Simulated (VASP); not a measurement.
A run of VASP 6.6.1 is set up as follows.

The input INCAR:

```
ALGO     = Normal         # electronic algorithm
EDIFF    = 1E-7           # SCF threshold, eV
ENCUT    = 520            # plane-wave cutoff, eV
GGA      = PS             # functional
ISIF     = 2              # what is computed and relaxed
ISMEAR   = 0              # smearing method
LASPH    = T              # aspherical terms in the spheres
LCHARG   = F              # write CHGCAR
LREAL    = F              # projectors in reciprocal space
LWAVE    = F              # write WAVECAR
NBANDS   = 25             # bands
NELM     = 80             # most SCF steps
PREC     = Accurate       # precision mode
SIGMA    = 0.1            # smearing width, eV
```

The input KPOINTS:

```
k-points
0
Gamma
  8 8 8
```

POSCAR

```
As2Se
1.0
   -3.5294180000      3.5294180000      2.6535710000
    3.5294180000     -3.5294180000      2.6535710000
    3.5294180000      3.5294180000     -2.6535710000
As Se
4 2
Direct
    0.8750000000      0.1250000000      0.7500000000
    0.3750000000      0.1250000000      0.2500000000
    0.8750000000      0.6250000000      0.7500000000
    0.8750000000      0.1250000000      0.2500000000
    0.5000000000      0.5000000000      0.0000000000
    0.2500000000      0.7500000000      0.5000000000
```

Potentials or basis: VASP PAW PBE potentials, release 64 (As, Se).

Launch:

```bash
$ cat potpaw_PBE.64/As/POTCAR potpaw_PBE.64/Se/POTCAR > POTCAR
$ mpirun -np 1 vasp_std > vasp.out
```

(1) Estimate the pressure.

(2) What does it give for the band gap on the k mesh?

## Answers

(1) -3.3 GPa.

(2) zero (band 16 reaches 4.91 eV, above the bottom of band 17 at 4.51 eV).

Caveat: the PAW data sets were made with another functional, which shifts forces and pressure a little.
